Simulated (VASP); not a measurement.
# SrO (Fm-3m) in VASP: further runs

The runs below take SrO through single point, relaxation of cell and atoms, with PBE, r2SCAN.

Program: VASP 6.6.1. These are calculated values, not measurements. Logs are shortened: lines on timing, memory, paths and dates and some standing lists are left out, and cuts for length are marked.

## 1. The cell of the first run

The structure is cubic, space group Fm-3m (No. 225). Conventional cell: a = 5.195 Å, b = 5.195 Å, c = 5.195 Å, α = 90.00°, β = 90.00°, γ = 90.00°. Within 3.4 Å of Sr (site symmetry m-3m) lie 6 O at 2.60 Å. O (site symmetry m-3m) has 6 Sr at 2.60 Å within 3.4 Å.

## 2. Single point, PBE

INCAR reads:

```
SYSTEM = SrO
ALGO = Normal
EDIFF = 1E-6
ENCUT = 520
GGA = PE
ISIF = 2
ISMEAR = -1
LASPH = .TRUE.
LCHARG = .TRUE.
LELF = .TRUE.
LREAL = .FALSE.
LVHAR = .TRUE.
LWAVE = .FALSE.
NBANDS = 15
NELM = 80
PREC = Accurate
SIGMA = 0.02
```

KPOINTS reads:

```
k-points
0
G
  8 8 8
  0 0 0
```

POSCAR reads:

```
SrO
1.0
    0.0000000000      2.5972737625      2.5972737625
    2.5972737625      0.0000000000      2.5972737625
    2.5972737625      2.5972737625      0.0000000000
Sr O
1 1
Direct
    0.0000000000      0.0000000000      0.0000000000
    0.5000000000      0.5000000000      0.5000000000
```

Potentials or basis: VASP PAW PBE potentials, release 64 (Sr_sv, O).

Run with:

```console
cat potpaw_PBE.64/Sr_sv/POTCAR potpaw_PBE.64/O/POTCAR > POTCAR
mpirun -np 1 vasp_std > vasp.out
```

OUTCAR:

```text
SYSTEM = SrO
   EDIFF = 1E-6
   ENCUT = 520
   GGA = PE
   ISIF = 2
   ISMEAR = -1
   LASPH = .TRUE.
   LREAL = .FALSE.
   NELM = 80
   PREC = Accurate

 ion  position               nearest neighbor table
   1  0.000  0.000  0.000-   2 2.60   2 2.60   2 2.60   2 2.60   2 2.60   2 2.60
   2  0.500  0.500  0.500-   1 2.60   1 2.60   1 2.60   1 2.60   1 2.60   1 2.60

  LATTYP: Found a face centered cubic cell.
 ALAT       =     5.1945475250

  Lattice vectors:

 A1 = (   0.0000000000,   2.5972737625,   2.5972737625)
 A2 = (   2.5972737625,   0.0000000000,   2.5972737625)
 A3 = (   2.5972737625,   2.5972737625,   0.0000000000)

Analysis of symmetry for initial positions (statically):
=====================================================================
 Subroutine PRICEL returns:
 Original cell was already a primitive cell.

 Routine SETGRP: Setting up the symmetry group for a
 face centered cubic supercell.

 Subroutine GETGRP returns: Found 48 space group operations
 (whereof 48 operations were pure point group operations)
 out of a pool of 48 trial point group operations.

The static configuration has the point symmetry O_h .

Analysis of symmetry for dynamics (positions and initial velocities):
=====================================================================
 Subroutine PRICEL returns:
 Original cell was already a primitive cell.

 Routine SETGRP: Setting up the symmetry group for a
 face centered cubic supercell.

 Subroutine GETGRP returns: Found 48 space group operations
 (whereof 48 operations were pure point group operations)
 out of a pool of 48 trial point group operations.

The dynamic configuration has the point symmetry O_h .

 Subroutine INISYM returns: Found 48 space group operations
 (whereof 48 operations are pure point group operations),
 and found     1 'primitive' translations

----------------------------------------------------------------------------------------

                                     Primitive cell

  volume of cell :      35.0415

  direct lattice vectors                    reciprocal lattice vectors
     0.000000000  2.597273762  2.597273762    -0.192509549  0.192509549  0.192509549
     2.597273762  0.000000000  2.597273762     0.192509549 -0.192509549  0.192509549
     2.597273762  2.597273762  0.000000000     0.192509549  0.192509549 -0.192509549

  length of vectors
     3.673099780  3.673099780  3.673099780     0.333436319  0.333436319  0.333436319

  position of ions in fractional coordinates (direct lattice)
     0.000000000  0.000000000  0.000000000
     0.500000000  0.500000000  0.500000000

  ion indices of the primitive-cell ions
   primitive index   ion index
                 1           1
                 2           2

----------------------------------------------------------------------------------------

 KPOINTS: k-points

Automatic generation of k-mesh.
 Grid dimensions read from file:
 generate k-points for:    8    8    8

 Generating k-lattice:

  Cartesian coordinates                     Fractional coordinates (reciprocal lattice)
    -0.024063694  0.024063694  0.024063694     0.125000000  0.000000000  0.000000000
     0.024063694 -0.024063694  0.024063694     0.000000000  0.125000000  0.000000000
     0.024063694  0.024063694 -0.024063694     0.000000000  0.000000000  0.125000000

  Length of vectors
     0.041679540  0.041679540  0.041679540

  Shift w.r.t. Gamma in fractional coordinates (k-lattice)
     0.000000000  0.000000000  0.000000000

 Subroutine IBZKPT returns following result:
 ===========================================

 Found     29 irreducible k-points:

 Following reciprocal coordinates:
            Coordinates               Weight
  0.000000  0.000000  0.000000      1.000000
  0.125000  0.000000  0.000000      8.000000
  0.250000  0.000000  0.000000      8.000000
  0.375000  0.000000  0.000000      8.000000
  0.500000  0.000000  0.000000      4.000000
  0.125000  0.125000  0.000000      6.000000
[... 16 lines left out ...]
  0.500000  0.250000  0.125000     48.000000
 -0.375000  0.250000  0.125000     24.000000
 [... further k-points ...]
   k-points           NKPTS =     29   k-points in BZ     NKDIM =     29   number of bands    NBANDS=     15
   number of dos      NEDOS =    301   number of ions     NIONS =      2
   total plane-waves  NPLWV =  21952
   dimension x,y,z NGX =    28 NGY =   28 NGZ =   28
   dimension x,y,z NGXF=    56 NGYF=   56 NGZF=   56
   ions per type =               1   1
   NGX,Y,Z   is equivalent  to a cutoff of  12.67, 12.67, 12.67 a.u.
   NGXF,Y,Z  is equivalent  to a cutoff of  25.35, 25.35, 25.35 a.u.
 SYSTEM =  SrO
   PREC   = accura    normal or accurate (medium, high low for compatibility)
   ISTART =      0    job   : 0-new  1-cont  2-samecut
   ICHARG =      2    charge: 1-file 2-atom 10-const
   ISPIN  =      1    spin polarized calculation?
   LNONCOLLINEAR =      F non collinear calculations
   LSORBIT =      F    spin-orbit coupling
   LASPH  =      T    aspherical Exc in radial PAW
   ENCUT  =  520.0 eV  38.22 Ry    6.18 a.u.   6.83  6.83  6.83*2*pi/ulx,y,z
   NELM   =     80;   NELMIN=  2; NELMDL= -5     # of ELM steps
   EDIFF  = 0.1E-05   stopping-criterion for ELM
   LREAL  =      F    real-space projection
   EDIFFG = 0.1E-04   stopping-criterion for IOM
   NSW    =      0    number of steps for IOM
   IBRION =     -1    ionic relax: 0-MD 1-quasi-New 2-CG
   NFREE  =      0    steps in history (QN), initial steepest desc. (CG)
   ISIF   =      2    stress and relaxation
   ISYM   =      2    0-nonsym 1-usesym 2-fastsym
   POTIM  = 0.5000    time-step for ionic-motion
   TEBEG  =    0.0;   TEEND  =   0.0 temperature during run
   PSTRESS=    0.0 pullay stress
   NELECT =      16.0000    total number of electrons
   NUPDOWN=      -1.0000    fix difference up-down
   EMIN   =  10.00;   EMAX   =-10.00  energy-range for DOS
   EFERMI =   0.00;   METHOD = LEGACY
   ISMEAR =    -1;   SIGMA  =   0.02  broadening in eV -4-tet -1-fermi 0-gaus
   EFERMI_NEDOS =   21; number of points for ismear=-14 and -15
   IALGO  =     38    algorithm
   IMIX   =      4    mixing-type and parameters
     AMIX     =   0.40;   BMIX     =  1.00
     AMIX_MAG =   1.60;   BMIX_MAG =  1.00
  volume/ion in A,a.u.               =      17.52       118.24
  Fermi-wavevector in a.u.,A,eV,Ry     =   1.260628  2.382242 21.622162  1.589184
  Thomas-Fermi vector in A             =   2.394128
   LORBIT       =      0    0 simple, 1 ext, 2 COOP (PROOUT), +10 PAW based schemes
   GGA     = PE    functional components
   LHFCALC =     F    Hartree Fock is set to
   AEXX    =    0.0000 exact exchange contribution
   IVDW    =     0    specifies the selected vdW correction
   LEPSILON=     F    determine dielectric tensor
   LRPA    =     F    only Hartree local field effects (RPA)
 non-spin polarized calculation
  energy-cutoff  :      520.00
  volume of cell :       35.04
 maximum number of plane-waves:       960
   NGX = 13   NGY = 13   NGZ = 13

 number of electron      16.0000000 magnetization

 Free energy of the ion-electron system (eV)
  ---------------------------------------------------
  ext. energy  EPLUGINS =         0.00000000
  ---------------------------------------------------
  free energy    TOTEN  =       -12.05462927 eV

  energy without entropy =      -12.05462927  energy(sigma->0) =      -12.05462927

 E-fermi :   2.0577     XC(G=0):  -9.8833

 val. band max:        1.5217808814   @ k =   0.0000   0.0000   0.0000
 cond. band min:       4.8018915891   @ k =   0.5000   0.5000   0.0000
 fundamental gap:      3.2801107077
 Fermi energy:         2.0576600461

 k-point     1 :       0.0000    0.0000    0.0000
  band No.  band energies     occupation
      1     -30.9760      2.00000
      2     -13.5301      2.00000
      3     -12.6440      2.00000
      4     -12.6440      2.00000
      5     -12.6440      2.00000
      6       1.5218      2.00000
      7       1.5218      2.00000
      8       1.5218      2.00000
      9       5.2904      0.00000
     10       7.6640      0.00000
     11       7.6640      0.00000
     12       7.6640      0.00000
     13       9.7633      0.00000
     14       9.7633      0.00000
     15      14.0822      0.00000

 k-point     2 :       0.1250    0.0000    0.0000
  band No.  band energies     occupation
      1     -30.9586      2.00000
      2     -13.9027      2.00000
      3     -12.6554      2.00000
      4     -12.6554      2.00000
      5     -12.3149      2.00000
      6       1.0771      2.00000
      7       1.3356      2.00000
      8       1.3356      2.00000
      9       5.9773      0.00000
     10       7.5166      0.00000
     11       7.9591      0.00000
     12       7.9591      0.00000
     13      10.1501      0.00000
     14      10.1502      0.00000
     15      15.0444      0.00000

 k-point     3 :       0.2500    0.0000    0.0000
  band No.  band energies     occupation
      1     -30.9162      2.00000
      2     -14.4551      2.00000
      3     -12.6825      2.00000
      4     -12.6825      2.00000
      5     -11.8682      2.00000
      6       0.2740      2.00000
      7       0.9323      2.00000
      8       0.9323      2.00000
      9       7.3715      0.00000
     10       7.5582      0.00000
     11       8.7583      0.00000
     12       8.7583      0.00000
     13      11.1206      0.00000
     14      11.1206      0.00000
     15      16.9391      0.00000
[... 343 lines left out ...]
 k-point    23 :       0.5000    0.2500    0.1250
  band No.  band energies     occupation
      1     -30.8514      2.00000
      2     -14.6379      2.00000
      3     -12.9739      2.00000
      4     -12.8022      2.00000
      5     -11.8287      2.00000
      6       0.0169      2.00000
      7       0.6281      2.00000
      8       1.0027      2.00000
      9       7.0174      0.00000
     10       8.5139      0.00000
     11      10.2123      0.00000
     12      10.4219      0.00000
     13      12.3262      0.00000
     14      13.2563      0.00000
     15      15.4539      0.00000

 k-point    24 :      -0.3750    0.2500    0.1250
  band No.  band energies     occupation
      1     -30.8372      2.00000
      2     -14.7016      2.00000
      3     -12.9949      2.00000
      4     -12.8503      2.00000
      5     -11.7993      2.00000
      6      -0.0169      2.00000
      7       0.6861      2.00000
      8       0.7498      2.00000
      9       7.7773      0.00000
     10       8.1319      0.00000
     11      10.5743      0.00000
     12      10.8219      0.00000
     13      12.8313      0.00000
     14      14.1296      0.00000
     15      14.4987      0.00000

 [... further k-points ...]
[... 5 lines left out ...]
  --------------------------------------------------------------------------------------
  -------------------------------------------------------------------------------------
  Total        0.1159850      0.1159850      0.1159850     -0.0000000      0.0000000      0.0000000
  in kB        5.3030931      5.3030931      5.3030931     -0.0000000      0.0000000      0.0000000
  external PRESSURE =       5.3030931 kB  Pullay stress =       0.0000000 kB

 VOLUME and BASIS-vectors are now :
 -----------------------------------------------------------------------------
  energy-cutoff  :      520.00
  volume of cell :       35.04
      direct lattice vectors                 reciprocal lattice vectors
     0.000000000  2.597273762  2.597273762    -0.192509549  0.192509549  0.192509549
     2.597273762  0.000000000  2.597273762     0.192509549 -0.192509549  0.192509549
     2.597273762  2.597273762  0.000000000     0.192509549  0.192509549 -0.192509549

 POSITION                                       TOTAL-FORCE (eV/Angst)
 -----------------------------------------------------------------------------------
      0.00000      0.00000      0.00000        -0.000000     -0.000000      0.000000
      2.59727      2.59727      2.59727         0.000000      0.000000     -0.000000
 -----------------------------------------------------------------------------------
    total drift:                                0.000000      0.000000      0.000000

  FREE ENERGIE OF THE ION-ELECTRON SYSTEM (eV)
  ---------------------------------------------------
  free  energy   TOTEN  =       -12.0546292694 eV

  energy  without entropy=      -12.0546292694  energy(sigma->0) =      -12.05462927
```

Run time: 18 s. Hardware: 1 thread of Intel Xeon Platinum 8259CL at 2.50GHz (Skylake/Cascade Lake), shared host; peak memory 0.16 GiB.

Results:

| Quantity | Value |
| --- | --- |
| Free energy | -12.0546 eV |
| Pressure | 0.5 GPa |
| Band gap on the k mesh | 3.28 eV (least direct gap 3.39 eV) |

Levels at points of the mesh, in eV from the valence-band top:
```tsv
k point	band 4	band 5	band 6	band 7	band 8	band 9	band 10	band 11	band 12	band 13
(0.00, 0.00, 0.00)	-14.17	-14.17	0.00	0.00	0.00	3.77	6.14	6.14	6.14	8.24
(0.50, 0.00, 0.00)	-14.24	-12.99	-2.11	-1.08	-1.08	6.42	8.21	8.67	8.67	11.62
(0.50, 0.50, 0.00)	-14.50	-14.50	-0.48	-0.11	-0.11	3.28	7.57	9.97	10.11	10.85
```

A k mesh can miss the band edges.

## 3. Single point, r2SCAN

This run uses another cell than the first one, of 17.17 Å³/atom.

POSCAR reads:

```
SrO
1.0
    0.0000000000      2.5798923265      2.5798923265
    2.5798923265      0.0000000000      2.5798923265
    2.5798923265      2.5798923265      0.0000000000
Sr O
1 1
Direct
    0.0000000000      0.0000000000      0.0000000000
    0.5000000000      0.5000000000      0.5000000000
```

INCAR.step1 reads:

```
SYSTEM = SrO
PREC     = Accurate       ! precision mode
ENCUT    = 520            ! plane-wave cutoff, eV
ISMEAR   = -1             ! smearing method
SIGMA    = 0.02           ! smearing width, eV
LREAL    = .FALSE.        ! projectors in reciprocal space
LASPH    = .TRUE.         ! aspherical terms in the spheres
NELM     = 80             ! most SCF steps
NBANDS   = 15             ! bands
GGA      = PE             ! functional
ALGO     = Normal         ! electronic algorithm
EDIFF    = 1E-4           ! SCF threshold, eV
LWAVE    = .TRUE.         ! write WAVECAR
LCHARG   = .FALSE.        ! write CHGCAR
```

INCAR.step2 reads:

```
SYSTEM = SrO
PREC     = Accurate       ! precision mode
ENCUT    = 520            ! plane-wave cutoff, eV
EDIFF    = 1E-7           ! SCF threshold, eV
ISMEAR   = -1             ! smearing method
SIGMA    = 0.02           ! smearing width, eV
LREAL    = .FALSE.        ! projectors in reciprocal space
LASPH    = .TRUE.         ! aspherical terms in the spheres
NELM     = 80             ! most SCF steps
ALGO     = Normal         ! electronic algorithm
ISIF     = 2              ! what is computed and relaxed
LWAVE    = .FALSE.        ! write WAVECAR
LCHARG   = .FALSE.        ! write CHGCAR
METAGGA  = R2SCAN         ! meta-GGA
LMIXTAU  = .TRUE.       
NBANDS   = 15             ! bands
ISTART   = 1
```

KPOINTS reads:

```
regular mesh
0
G
  8 8 8
  0 0 0
```

Potentials or basis: VASP PAW PBE potentials, release 64 (Sr_sv, O).

Run with:

```console
cat potpaw_PBE.64/Sr_sv/POTCAR potpaw_PBE.64/O/POTCAR > POTCAR
cp INCAR.step1 INCAR
mpirun -np 1 vasp_std > vasp.out
cp INCAR.step2 INCAR
mpirun -np 1 vasp_std > vasp.out
```

Wall time 96 s (1 thread of Intel Xeon Platinum 8259CL at 2.50GHz (Skylake/Cascade Lake), shared host); peak memory 0.17 GiB.

The run converged. Its results:

| Quantity | Value |
| --- | --- |
| Free energy | -27.0557 eV |
| Pressure | 0.5 GPa |
| Band gap on the k mesh | 3.75 eV (least direct gap 3.84 eV) |

Levels at points of the mesh, in eV from the valence-band top:
```csv
k point,band 6,band 7,band 8,band 9,band 10,band 11
"(0.00, 0.00, 0.00)",0.00,0.00,0.00,4.58,6.75,6.75
"(0.50, 0.00, 0.00)",-2.10,-1.11,-1.11,7.07,8.99,9.42
"(0.50, 0.50, 0.00)",-0.45,-0.09,-0.09,3.75,8.44,10.85
```

Caveat: the PAW data sets were made with another functional, which shifts forces and pressure a little. A k mesh can miss the band edges.

[end of part 1 of 2]
